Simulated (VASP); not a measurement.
# TiW2N3 (P-3m1) in VASP: single point with PBE

Aim: the single point of TiW2N3 with PBE.

Everything below comes from runs of VASP 6.6.1. Logs are shortened: lines on timing, memory, paths and dates and some standing lists are left out, and cuts for length are marked.

## (1) The cell of the first run

The structure is trigonal, space group P-3m1 (No. 164). The conventional cell has a = 2.961 Å, b = 2.961 Å, c = 7.915 Å, α = 90.00°, β = 90.00°, γ = 120.00°. Within 2.8 Å of Ti (site symmetry -3m) lie 6 N at 2.09 Å. W (site symmetry 3m) has 6 N at 2.15 to 2.24 Å within 2.8 Å. N (site symmetry 3m) has 3 Ti at 2.09 Å and 3 W at 2.15 Å within 2.8 Å. Within 3.0 Å of N (site symmetry -3m) lie 6 W at 2.24 Å and 6 N at 2.96 Å.

## (2) Single point, PBE

INCAR

```
PREC = Accurate ; ENCUT = 520
EDIFF = 1E-7 ; ISMEAR = 0
SIGMA = 0.1 ; LREAL = F
LASPH = T ; NELM = 80
ALGO = Normal ; ISIF = 2
LWAVE = F ; LCHARG = F
GGA = PE ; NBANDS = 36
```

KPOINTS

```
Automatic mesh
0
Gamma
  12 12 6
```

POSCAR

```
TiW2N3
1.0
    2.9608682446      0.0000000000      0.0000000000
   -1.4804341223      2.5641871171      0.0000000000
    0.0000000000      0.0000000000      7.9146553443
Ti W N
1 2 3
Direct
    0.0000000000      0.0000000000      0.5000000000
    0.6666666667      0.3333333333      0.8164711519
    0.3333333333      0.6666666667      0.1835288481
    0.3333333333      0.6666666667      0.6525328918
    0.6666666667      0.3333333333      0.3474671082
    0.0000000000      0.0000000000      0.0000000000
```

Potentials or basis: VASP PAW PBE potentials, release 64 (Ti_sv, W_sv, N).

Started as:

```console
$ cat potpaw_PBE.64/Ti_sv/POTCAR potpaw_PBE.64/W_sv/POTCAR potpaw_PBE.64/N/POTCAR > POTCAR
$ mpirun -np 1 vasp_std > vasp.out
```

OUTCAR:

```text
PREC = Accurate
   ENCUT = 520
   EDIFF = 1E-7
   ISMEAR = 0
   LREAL = F
   LASPH = T
   NELM = 80
   ISIF = 2
   GGA = PE

 ion  position               nearest neighbor table
   1  0.000  0.000  0.500-   4 2.09   5 2.09   5 2.09   4 2.09   5 2.09   4 2.09   2 3.03   3 3.03
                             3 3.03   2 3.03   2 3.03   3 3.03
   2  0.667  0.333  0.816-   4 2.15   4 2.15   4 2.15   6 2.24   6 2.24   6 2.24   1 3.03   1 3.03
                             1 3.03   3 3.37   3 3.37   3 3.37
   3  0.333  0.667  0.184-   5 2.15   5 2.15   5 2.15   6 2.24   6 2.24   6 2.24   1 3.03   1 3.03
                             1 3.03   2 3.37   2 3.37   2 3.37
   4  0.333  0.667  0.653-   1 2.09   1 2.09   1 2.09   2 2.15   2 2.15   2 2.15
   5  0.667  0.333  0.347-   1 2.09   1 2.09   1 2.09   3 2.15   3 2.15   3 2.15
   6  0.000  0.000  0.000-   2 2.24   3 2.24   2 2.24   3 2.24   2 2.24   3 2.24

  LATTYP: Found a hexagonal cell.
 ALAT       =     2.9608682446
 C/A-ratio  =     2.6730859635

  Lattice vectors:

 A1 = (   2.9608682446,   0.0000000000,   0.0000000000)
 A2 = (  -1.4804341223,   2.5641871171,   0.0000000000)
 A3 = (   0.0000000000,   0.0000000000,   7.9146553443)

Analysis of symmetry for initial positions (statically):
=====================================================================
 Subroutine PRICEL returns:
 Original cell was already a primitive cell.

 Routine SETGRP: Setting up the symmetry group for a
 hexagonal supercell.

 Subroutine GETGRP returns: Found 12 space group operations
 (whereof 12 operations were pure point group operations)
 out of a pool of 24 trial point group operations.

The static configuration has the point symmetry D_3d.

Analysis of symmetry for dynamics (positions and initial velocities):
=====================================================================
 Subroutine PRICEL returns:
 Original cell was already a primitive cell.

 Routine SETGRP: Setting up the symmetry group for a
 hexagonal supercell.

 Subroutine GETGRP returns: Found 12 space group operations
 (whereof 12 operations were pure point group operations)
 out of a pool of 24 trial point group operations.

The dynamic configuration has the point symmetry D_3d.

 Subroutine INISYM returns: Found 12 space group operations
 (whereof 12 operations are pure point group operations),
 and found     1 'primitive' translations

----------------------------------------------------------------------------------------

                                     Primitive cell

  volume of cell :      60.0898

  direct lattice vectors                    reciprocal lattice vectors
     2.960868245  0.000000000  0.000000000     0.337738770  0.194993570  0.000000000
    -1.480434122  2.564187117  0.000000000     0.000000000  0.389987140  0.000000000
     0.000000000  0.000000000  7.914655344     0.000000000  0.000000000  0.126347890

  length of vectors
     2.960868245  2.960868245  7.914655344     0.389987140  0.389987140  0.126347890

  position of ions in fractional coordinates (direct lattice)
     0.000000000  0.000000000  0.500000000
     0.666666667  0.333333333  0.816471152
     0.333333333  0.666666667  0.183528848
     0.333333333  0.666666667  0.652532892
     0.666666667  0.333333333  0.347467108
     0.000000000  0.000000000  0.000000000

  ion indices of the primitive-cell ions
   primitive index   ion index
                 1           1
                 2           2
                 3           3
                 4           4
                 5           5
                 6           6

----------------------------------------------------------------------------------------

 KPOINTS: Automatic mesh

Automatic generation of k-mesh.
 Grid dimensions read from file:
 generate k-points for:   12   12    6

 Generating k-lattice:

  Cartesian coordinates                     Fractional coordinates (reciprocal lattice)
     0.028144898  0.016249464  0.000000000     0.083333333 -0.000000000  0.000000000
     0.000000000  0.032498928  0.000000000     0.000000000  0.083333333  0.000000000
     0.000000000  0.000000000  0.021057982     0.000000000  0.000000000  0.166666667

  Length of vectors
     0.032498928  0.032498928  0.021057982

  Shift w.r.t. Gamma in fractional coordinates (k-lattice)
     0.000000000  0.000000000  0.000000000

 Subroutine IBZKPT returns following result:
 ===========================================

 Found    100 irreducible k-points:

 Following reciprocal coordinates:
            Coordinates               Weight
  0.000000  0.000000  0.000000      1.000000
  0.083333 -0.000000  0.000000      6.000000
  0.166667 -0.000000  0.000000      6.000000
  0.250000 -0.000000  0.000000      6.000000
  0.333333 -0.000000  0.000000      6.000000
  0.416667  0.000000  0.000000      6.000000
[... 16 lines left out ...]
  0.166667 -0.000000  0.166667      6.000000
  0.000000  0.166667  0.166667      6.000000
 [... further k-points ...]
   k-points           NKPTS =    100   k-points in BZ     NKDIM =    100   number of bands    NBANDS=     36
   number of dos      NEDOS =    301   number of ions     NIONS =      6
   total plane-waves  NPLWV =  34560
   dimension x,y,z NGX =    24 NGY =   24 NGZ =   60
   dimension x,y,z NGXF=    48 NGYF=   48 NGZF=  120
   ions per type =               1   2   3
   NGX,Y,Z   is equivalent  to a cutoff of  13.48, 13.48, 12.60 a.u.
   NGXF,Y,Z  is equivalent  to a cutoff of  26.95, 26.95, 25.21 a.u.
 SYSTEM =  unknown system
   PREC   = accura    normal or accurate (medium, high low for compatibility)
   ISTART =      0    job   : 0-new  1-cont  2-samecut
   ICHARG =      2    charge: 1-file 2-atom 10-const
   ISPIN  =      1    spin polarized calculation?
   LNONCOLLINEAR =      F non collinear calculations
   LSORBIT =      F    spin-orbit coupling
   LASPH  =      T    aspherical Exc in radial PAW
   ENCUT  =  520.0 eV  38.22 Ry    6.18 a.u.   5.51  5.51 14.72*2*pi/ulx,y,z
   NELM   =     80;   NELMIN=  2; NELMDL= -5     # of ELM steps
   EDIFF  = 0.1E-06   stopping-criterion for ELM
   LREAL  =      F    real-space projection
   EDIFFG = 0.1E-05   stopping-criterion for IOM
   NSW    =      0    number of steps for IOM
   IBRION =     -1    ionic relax: 0-MD 1-quasi-New 2-CG
   NFREE  =      0    steps in history (QN), initial steepest desc. (CG)
   ISIF   =      2    stress and relaxation
   ISYM   =      2    0-nonsym 1-usesym 2-fastsym
   POTIM  = 0.5000    time-step for ionic-motion
   TEBEG  =    0.0;   TEEND  =   0.0 temperature during run
   PSTRESS=    0.0 pullay stress
   NELECT =      55.0000    total number of electrons
   NUPDOWN=      -1.0000    fix difference up-down
   EMIN   =  10.00;   EMAX   =-10.00  energy-range for DOS
   EFERMI =   0.00;   METHOD = LEGACY
   ISMEAR =     0;   SIGMA  =   0.10  broadening in eV -4-tet -1-fermi 0-gaus
   EFERMI_NEDOS =   21; number of points for ismear=-14 and -15
   IALGO  =     38    algorithm
   IMIX   =      4    mixing-type and parameters
     AMIX     =   0.40;   BMIX     =  1.00
     AMIX_MAG =   1.60;   BMIX_MAG =  1.00
  volume/ion in A,a.u.               =      10.01        67.58
  Fermi-wavevector in a.u.,A,eV,Ry     =   1.589506  3.003730 34.375511  2.526529
  Thomas-Fermi vector in A             =   2.688345
   LORBIT       =      0    0 simple, 1 ext, 2 COOP (PROOUT), +10 PAW based schemes
   GGA     = PE    functional components
   LHFCALC =     F    Hartree Fock is set to
   AEXX    =    0.0000 exact exchange contribution
   IVDW    =     0    specifies the selected vdW correction
   LEPSILON=     F    determine dielectric tensor
   LRPA    =     F    only Hartree local field effects (RPA)
 non-spin polarized calculation
 Gauss-broadening in eV      SIGMA  =   0.10
  energy-cutoff  :      520.00
  volume of cell :       60.09
 maximum number of plane-waves:      1661
 NGX is ok and might be reduce to    24
   NGX = 11   NGY = 11   NGZ = 29

 number of electron      55.0000004 magnetization

 Free energy of the ion-electron system (eV)
  ---------------------------------------------------
  ext. energy  EPLUGINS =         0.00000000
  ---------------------------------------------------
  free energy    TOTEN  =       -61.64531248 eV

  energy without entropy =      -61.62949720  energy(sigma->0) =      -61.63740484

 E-fermi :  12.4924     XC(G=0): -13.6213

 val. band max:       12.4887746294   @ k =   0.3333  -0.0000   0.1667
 cond. band min:      12.4939894809   @ k =   0.4167   0.0833   0.1667
 fundamental gap:      0.0052148515
 Fermi energy:        12.4924024936

 k-point     1 :       0.0000    0.0000    0.0000
  band No.  band energies     occupation
      1     -62.9312      2.00000
      2     -62.9256      2.00000
      3     -45.7706      2.00000
      4     -27.3873      2.00000
      5     -27.2466      2.00000
      6     -26.8366      2.00000
[... 28 lines left out ...]
     35      13.0637      0.00000
     36      15.2737      0.00000

 k-point     2 :       0.0833   -0.0000    0.0000
  band No.  band energies     occupation
      1     -62.9281      2.00000
      2     -62.9226      2.00000
      3     -45.7656      2.00000
      4     -27.3765      2.00000
      5     -27.2405      2.00000
      6     -26.8841      2.00000
[... 28 lines left out ...]
     35      13.3633      0.00000
     36      15.5836      0.00000

 k-point     3 :       0.1667   -0.0000    0.0000
  band No.  band energies     occupation
      1     -62.9195      2.00000
      2     -62.9146      2.00000
      3     -45.7517      2.00000
      4     -27.3468      2.00000
      5     -27.2254      2.00000
      6     -27.0117      2.00000
[... 28 lines left out ...]
     35      14.3590      0.00000
     36      14.9873      0.00000
[... 742 lines left out ...]
 k-point    23 :       0.1667   -0.0000    0.1667
  band No.  band energies     occupation
      1     -62.9195      2.00000
      2     -62.9146      2.00000
      3     -45.7517      2.00000
      4     -27.3482      2.00000
      5     -27.2236      2.00000
      6     -27.0117      2.00000
[... 28 lines left out ...]
     35      14.3834      0.00000
     36      14.7077      0.00000

 k-point    24 :       0.0000    0.1667    0.1667
  band No.  band energies     occupation
      1     -62.9195      2.00000
      2     -62.9146      2.00000
      3     -45.7517      2.00000
      4     -27.3485      2.00000
      5     -27.2235      2.00000
      6     -27.0120      2.00000
[... 28 lines left out ...]
     35      14.0811      0.00000
     36      14.5930      0.00000

 [... further k-points ...]

------------------------ aborting loop because EDIFF is reached ----------------------------------------

  FORCE on cell =-STRESS in cart. coord.  units (eV):
  Direction    XX          YY          ZZ          XY          YZ          ZX
  --------------------------------------------------------------------------------------
  -------------------------------------------------------------------------------------
  Total        0.4165629      0.4165629      0.4168615      0.0000000      0.0000000      0.0000000
  in kB       11.1068359     11.1068359     11.1147987      0.0000000      0.0000000      0.0000000
  external PRESSURE =      11.1094902 kB  Pullay stress =       0.0000000 kB

 VOLUME and BASIS-vectors are now :
 -----------------------------------------------------------------------------
  energy-cutoff  :      520.00
  volume of cell :       60.09
      direct lattice vectors                 reciprocal lattice vectors
     2.960868245  0.000000000  0.000000000     0.337738770  0.194993570  0.000000000
    -1.480434122  2.564187117  0.000000000     0.000000000  0.389987140  0.000000000
     0.000000000  0.000000000  7.914655344     0.000000000  0.000000000  0.126347890

 POSITION                                       TOTAL-FORCE (eV/Angst)
 -----------------------------------------------------------------------------------
      0.00000      0.00000      3.95733         0.000000      0.000000      0.000000
      1.48043      0.85473      6.46209         0.000000      0.000000      0.012340
     -0.00000      1.70946      1.45257        -0.000000     -0.000000     -0.012340
     -0.00000      1.70946      5.16457        -0.000000      0.000000     -0.028225
      1.48043      0.85473      2.75008         0.000000     -0.000000      0.028225
      0.00000      0.00000      0.00000         0.000000      0.000000      0.000000
 -----------------------------------------------------------------------------------
    total drift:                                0.000000     -0.000000      0.000000

  FREE ENERGIE OF THE ION-ELECTRON SYSTEM (eV)
  ---------------------------------------------------
  free  energy   TOTEN  =       -61.6453124804 eV

  energy  without entropy=      -61.6294972023  energy(sigma->0) =      -61.63740484
```

Wall time 3.3 min (1 thread of Intel Xeon Platinum 8259CL at 2.50GHz (Skylake/Cascade Lake), shared host); peak memory 0.32 GiB.

Results:

* Free energy: -61.6453 eV
* Pressure: 1.1 GPa
* Largest force: 0.028 eV/Å
* Band gap on the k mesh: zero (an odd number of electrons rules out a gap without spin polarisation)

Forces in eV/Å, atoms in the order of the input:
```
Ti   0.000  0.000  0.000
W    0.000  0.000  0.012
W    0.000  0.000 -0.012
N    0.000  0.000 -0.028
N    0.000  0.000  0.028
N    0.000  0.000  0.000
```

Levels at points of the mesh, in eV from the Fermi level:
```csv
k point,band 24,band 25,band 26,band 27,band 28,band 29,band 30,band 31
"(0.00, 0.00, 0.00)",-2.92,-2.92,-1.89,-1.89,-0.50,-0.39,-0.39,-0.32
"(0.50, 0.00, 0.00)",-4.58,-3.90,-2.06,-0.29,1.00,1.57,1.83,2.08
"(0.00, 0.00, 0.50)",-4.03,-1.46,-1.45,-1.18,-1.18,-1.16,-1.16,0.81
"(0.50, 0.00, 0.50)",-4.49,-3.54,-3.22,0.46,1.52,1.85,2.20,2.24
```

Caveat: spin-orbit coupling is left out, which moves the levels of the heavy elements.
